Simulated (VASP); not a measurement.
# AgCl (P6_3mc) in VASP: single point with PBE

Aim: the single point of AgCl with PBE.

Everything below comes from runs of VASP 6.6.1. Logs are shortened: lines on timing, memory, paths and dates and some standing lists are left out, and cuts for length are marked.

## Step 1: The cell of the first run

The typed cell holds 4 atoms: a = 4.520 Å, b = 4.520 Å, c = 5.722 Å, α = 90.00°, β = 90.00°, γ = 120.00°.

## Step 2: Single point, PBE, non-collinear spin, zero start, spin-orbit coupling

The input, INCAR:

```
  PREC = Accurate
  ENCUT = 520
  EDIFF = 1E-6
  ISMEAR = 0
  SIGMA = 0.01
  LREAL = False
  LASPH = True
  NELM = 150
  ALGO = Normal
  ISIF = 2
  LWAVE = False
  LCHARG = True
  MAGMOM = 0 0 0 0 0 0 0 0 0 0 0 0
  LORBIT = 11
  LSORBIT = True
  GGA_COMPAT = False
  LORBMOM = True
  LMAXMIX = 4
  GGA = PE
  LVHAR = True
  NBANDS = 50
```

The input, KPOINTS:

```
regular mesh
0
Gamma
  6 6 4
```

The input, POSCAR:

```
AgCl
1.0
    4.5197418656      0.0000000000      0.0000000000
   -2.2598709328      3.9142112741      0.0000000000
    0.0000000000      0.0000000000      5.7224974848
Ag Cl
2 2
Direct
    0.3333333333      0.6666666667     -0.0622203589
    0.6666666667      0.3333333333      0.4377796411
    0.3333333333      0.6666666667      0.4372203589
    0.6666666667      0.3333333333      0.9372203589
```

Potentials or basis: VASP PAW PBE potentials, release 64 (Ag, Cl).

Command:

```bash
cat potpaw_PBE.64/Ag/POTCAR potpaw_PBE.64/Cl/POTCAR > POTCAR
mpirun -np 1 vasp_ncl > vasp.out
```

OUTCAR:

```text
PREC = Accurate
   ENCUT = 520
   EDIFF = 1E-6
   ISMEAR = 0
   LREAL = False
   LASPH = True
   NELM = 150
   ISIF = 2
   LORBIT = 11
   LSORBIT = True
   GGA = PE

 ion  position               nearest neighbor table
   1  0.333  0.667  0.938-   4 2.61   4 2.61   4 2.61   3 2.86   3 2.86
   2  0.667  0.333  0.438-   3 2.61   3 2.61   3 2.61   4 2.86   4 2.86
   3  0.333  0.667  0.437-   2 2.61   2 2.61   2 2.61   1 2.86   1 2.86
   4  0.667  0.333  0.937-   1 2.61   1 2.61   1 2.61   2 2.86   2 2.86

  LATTYP: Found a hexagonal cell.
 ALAT       =     4.5197418656
 C/A-ratio  =     1.2661115734

  Lattice vectors:

 A1 = (   4.5197418656,   0.0000000000,   0.0000000000)
 A2 = (  -2.2598709328,   3.9142112741,   0.0000000000)
 A3 = (   0.0000000000,   0.0000000000,   5.7224974848)

Analysis of symmetry for initial positions (statically):
=====================================================================
 Subroutine PRICEL returns:
 Original cell was already a primitive cell.

 Routine SETGRP: Setting up the symmetry group for a
 hexagonal supercell.

 Subroutine GETGRP returns: Found 12 space group operations
 (whereof  6 operations were pure point group operations)
 out of a pool of 24 trial point group operations.

The static configuration has the point symmetry C_3v.
 The point group associated with its full space group is C_6v.

Analysis of symmetry for dynamics (positions and initial velocities):
=====================================================================
 Subroutine PRICEL returns:
 Original cell was already a primitive cell.

 Routine SETGRP: Setting up the symmetry group for a
 hexagonal supercell.

 Subroutine GETGRP returns: Found 12 space group operations
 (whereof  6 operations were pure point group operations)
 out of a pool of 24 trial point group operations.

The dynamic configuration has the point symmetry C_3v.
 The point group associated with its full space group is C_6v.

Analysis of structural, dynamic, and magnetic symmetry:
=====================================================================
 Subroutine PRICEL returns:
 Original cell was already a primitive cell.

 Routine SETGRP: Setting up the symmetry group for a
 hexagonal supercell.

 Subroutine GETGRP returns: Found 12 space group operations
 (whereof  6 operations were pure point group operations)
 out of a pool of 24 trial point group operations.

The overall configuration has the point symmetry C_3v.
 The point group associated with its full space group is C_6v.

 Subroutine INISYM returns: Found 12 space group operations
 (whereof  6 operations are pure point group operations),
 and found     1 'primitive' translations

----------------------------------------------------------------------------------------

                                     Primitive cell

  volume of cell :     101.2380

  direct lattice vectors                    reciprocal lattice vectors
     4.519741866  0.000000000  0.000000000     0.221251574  0.127739656  0.000000000
    -2.259870933  3.914211274  0.000000000     0.000000000  0.255479311  0.000000000
     0.000000000  0.000000000  5.722497485     0.000000000  0.000000000  0.174748875

  length of vectors
     4.519741866  4.519741866  5.722497485     0.255479311  0.255479311  0.174748875

  position of ions in fractional coordinates (direct lattice)
     0.333333333  0.666666667  0.937779641
     0.666666667  0.333333333  0.437779641
     0.333333333  0.666666667  0.437220359
     0.666666667  0.333333333  0.937220359

  ion indices of the primitive-cell ions
   primitive index   ion index
                 1           1
                 2           2
                 3           3
                 4           4

----------------------------------------------------------------------------------------

 KPOINTS: regular mesh

Automatic generation of k-mesh.
 Grid dimensions read from file:
 generate k-points for:    6    6    4

 Generating k-lattice:

  Cartesian coordinates                     Fractional coordinates (reciprocal lattice)
     0.036875262  0.021289943  0.000000000     0.166666667 -0.000000000  0.000000000
     0.000000000  0.042579885  0.000000000     0.000000000  0.166666667  0.000000000
     0.000000000  0.000000000  0.043687219     0.000000000  0.000000000  0.250000000

  Length of vectors
[... 64 lines left out ...]
   TEBEG  =    0.0;   TEEND  =   0.0 temperature during run
   PSTRESS=    0.0 pullay stress
   NELECT =      36.0000    total number of electrons
   NUPDOWN=      -1.0000    fix difference up-down
   EMIN   =  10.00;   EMAX   =-10.00  energy-range for DOS
   EFERMI =   0.00;   METHOD = LEGACY
   ISMEAR =     0;   SIGMA  =   0.01  broadening in eV -4-tet -1-fermi 0-gaus
   EFERMI_NEDOS =   21; number of points for ismear=-14 and -15
   IALGO  =     38    algorithm
   IMIX   =      4    mixing-type and parameters
     AMIX     =   0.40;   BMIX     =  1.00
     AMIX_MAG =   1.60;   BMIX_MAG =  1.00
  volume/ion in A,a.u.               =      25.31       170.80
  Fermi-wavevector in a.u.,A,eV,Ry     =   1.159830  2.191762 18.302647  1.345207
  Thomas-Fermi vector in A             =   2.296419
   LORBIT       =     11    0 simple, 1 ext, 2 COOP (PROOUT), +10 PAW based schemes
   GGA     = PE    functional components
   LHFCALC =     F    Hartree Fock is set to
   AEXX    =    0.0000 exact exchange contribution
   IVDW    =     0    specifies the selected vdW correction
   LEPSILON=     F    determine dielectric tensor
   LRPA    =     F    only Hartree local field effects (RPA)
 Gauss-broadening in eV      SIGMA  =   0.01
  energy-cutoff  :      520.00
  volume of cell :      101.24
 maximum number of plane-waves:      5526
 NGX is ok and might be reduce to    36
   NGX = 17   NGY = 17   NGZ = 21

 number of electron      35.9999990 magnetization      -0.0000000     -0.0000000      0.0000000

 number of electron      35.9999990 magnetization       0.0000000      0.0000000      0.0000000

 number of electron      35.9999990 magnetization       0.0000000      0.0000000     -0.0000000

 Free energy of the ion-electron system (eV)
  ---------------------------------------------------
  ext. energy  EPLUGINS =         0.00000000
  ---------------------------------------------------
  free energy    TOTEN  =       -10.88606891 eV

  energy without entropy =      -10.88606891  energy(sigma->0) =      -10.88606891

 E-fermi :   2.2494     XC(G=0):  -8.8409

 val. band max:        2.2088542862   @ k =   0.0000   0.0000   0.0000
 cond. band min:       3.4761245841   @ k =   0.0000   0.0000   0.0000
 fundamental gap:      1.2672702978
 Fermi energy:         2.2494427997

 k-point     1 :       0.0000    0.0000    0.0000
  band No.  band energies     occupation
      1     -12.6900      1.00000
      2     -12.6900      1.00000
      3     -12.3131      1.00000
      4     -12.3131      1.00000
      5      -2.0851      1.00000
      6      -2.0851      1.00000
[... 1213 lines left out ...]
     47       9.9913      0.00000
     48       9.9913      0.00000

 [... further k-points ...]

 [bands above 48 left out]

------------------------ aborting loop because EDIFF is reached ----------------------------------------

  FORCE on cell =-STRESS in cart. coord.  units (eV):
  Direction    XX          YY          ZZ          XY          YZ          ZX
  --------------------------------------------------------------------------------------
  -------------------------------------------------------------------------------------
  Total        0.5914547      0.5914547      0.8906040      0.0000000      0.0000000      0.0000000
  in kB        9.3602737      9.3602737     14.0945658      0.0000000      0.0000000      0.0000000
  external PRESSURE =      10.9383711 kB  Pullay stress =       0.0000000 kB

 VOLUME and BASIS-vectors are now :
 -----------------------------------------------------------------------------
  energy-cutoff  :      520.00
  volume of cell :      101.24
      direct lattice vectors                 reciprocal lattice vectors
     4.519741866  0.000000000  0.000000000     0.221251574  0.127739656  0.000000000
    -2.259870933  3.914211274  0.000000000     0.000000000  0.255479311  0.000000000
     0.000000000  0.000000000  5.722497485     0.000000000  0.000000000  0.174748875

 POSITION                                       TOTAL-FORCE (eV/Angst)
 -----------------------------------------------------------------------------------
     -0.00000      2.60947      5.36644         0.000000      0.000000     -0.001594
      2.25987      1.30474      2.50519        -0.000000      0.000000     -0.001594
     -0.00000      2.60947      2.50199         0.000000      0.000000      0.001594
      2.25987      1.30474      5.36324         0.000000      0.000000      0.001594
 -----------------------------------------------------------------------------------
    total drift:                               -0.000000      0.000000      0.000095

  FREE ENERGIE OF THE ION-ELECTRON SYSTEM (eV)
  ---------------------------------------------------
  free  energy   TOTEN  =       -10.8860689137 eV

  energy  without entropy=      -10.8860689137  energy(sigma->0) =      -10.88606891

 orbital moment (x)

 # of ion     p       d       tot
 ----------------------------------------
  1        -0.000  -0.000  -0.000
  2        -0.000   0.000   0.000
  3         0.000   0.000   0.000
  4         0.000   0.000   0.000
 ----------------------------------------
            0.000  -0.000   0.000

 orbital moment (y)

 # of ion     p       d       tot
 ----------------------------------------
  1        -0.000   0.000   0.000
  2         0.000  -0.000  -0.000
  3         0.000   0.000   0.000
  4        -0.000   0.000  -0.000
 ----------------------------------------
           -0.000   0.000   0.000

 orbital moment (z)

 # of ion     p       d       tot
 ----------------------------------------
  1         0.000   0.000   0.000
  2        -0.000   0.000   0.000
  3         0.000   0.000   0.000
  4         0.000   0.000   0.000
 ----------------------------------------
            0.000   0.000   0.000

 Spin-Orbit-Coupling matrix elements

 Ion:    1  E_soc:     -0.0388351
 l=   1
     0.0000000    -0.0009051    -0.0011263
    -0.0009051     0.0000000    -0.0009051
    -0.0011263    -0.0009051     0.0000000
 l=   2
     0.0000000    -0.0011074     0.0000000    -0.0011074    -0.0044916
    -0.0011074     0.0000000    -0.0032305    -0.0010988    -0.0011074
     0.0000000    -0.0032305     0.0000000    -0.0032305     0.0000000
    -0.0011074    -0.0010988    -0.0032305     0.0000000    -0.0011074
    -0.0044916    -0.0011074     0.0000000    -0.0011074     0.0000000
 l=   3
     0.0000000     0.0000000     0.0000000     0.0000000     0.0000000     0.0000000     0.0000000
     0.0000000     0.0000000     0.0000000     0.0000000     0.0000000     0.0000000     0.0000000
     0.0000000     0.0000000     0.0000000     0.0000000     0.0000000     0.0000000     0.0000000
     0.0000000     0.0000000     0.0000000     0.0000000     0.0000000     0.0000000     0.0000000
[... 49 lines left out ...]
 l=   2
     0.0000000     0.0000000     0.0000000     0.0000000     0.0000000
     0.0000000     0.0000000     0.0000000     0.0000000     0.0000000
     0.0000000     0.0000000     0.0000000     0.0000000     0.0000000
     0.0000000     0.0000000     0.0000000     0.0000000     0.0000000
     0.0000000     0.0000000     0.0000000     0.0000000     0.0000000
 l=   3
     0.0000000     0.0000000     0.0000000     0.0000000     0.0000000     0.0000000     0.0000000
     0.0000000     0.0000000     0.0000000     0.0000000     0.0000000     0.0000000     0.0000000
     0.0000000     0.0000000     0.0000000     0.0000000     0.0000000     0.0000000     0.0000000
     0.0000000     0.0000000     0.0000000     0.0000000     0.0000000     0.0000000     0.0000000
     0.0000000     0.0000000     0.0000000     0.0000000     0.0000000     0.0000000     0.0000000
     0.0000000     0.0000000     0.0000000     0.0000000     0.0000000     0.0000000     0.0000000
     0.0000000     0.0000000     0.0000000     0.0000000     0.0000000     0.0000000     0.0000000

 total charge

# of ion       s       p       d       tot
------------------------------------------
    1        0.215   0.159   9.363   9.736
    2        0.215   0.159   9.363   9.736
    3        1.598   3.483   0.000   5.081
    4        1.598   3.483   0.000   5.081
--------------------------------------------------
tot          3.625   7.285  18.725  29.635

 magnetization (x)

# of ion       s       p       d       tot
------------------------------------------
    1       -0.000   0.000   0.000   0.000
    2        0.000   0.000   0.000   0.000
    3       -0.000   0.000   0.000  -0.000
    4        0.000   0.000   0.000   0.000
--------------------------------------------------
tot         -0.000   0.000   0.000   0.000

 magnetization (y)

# of ion       s       p       d       tot
------------------------------------------
    1       -0.000   0.000   0.000  -0.000
    2       -0.000   0.000   0.000  -0.000
    3        0.000   0.000   0.000   0.000
    4        0.000   0.000   0.000   0.000
--------------------------------------------------
tot         -0.000   0.000   0.000  -0.000

 magnetization (z)

# of ion       s       p       d       tot
------------------------------------------
    1        0.000   0.000   0.000   0.000
    2        0.000  -0.000  -0.000  -0.000
    3        0.000   0.000   0.000   0.000
    4        0.000   0.000   0.000   0.000
--------------------------------------------------
tot          0.000   0.000  -0.000   0.000
```

Wall time 4.5 min (1 thread of AMD EPYC 7R13 (Zen 3), shared host); peak memory 0.54 GiB.

Results:

```yaml
Free_energy: -10.8861 eV
Pressure: 1.1 GPa
Net_moment: 0.00 μB per cell
Valence_electrons_inside_the_program's_atomic_spheres: Ag 9.74; Cl 5.08
```

Moments on the atoms (μB; x, y, z):
```
Ag  0.00 0.00 0.00
Ag  0.00 0.00 0.00
Cl  0.00 0.00 0.00
Cl  0.00 0.00 0.00
```

Caveat: the structure was generated, so it needn't be the stable form of AgCl.
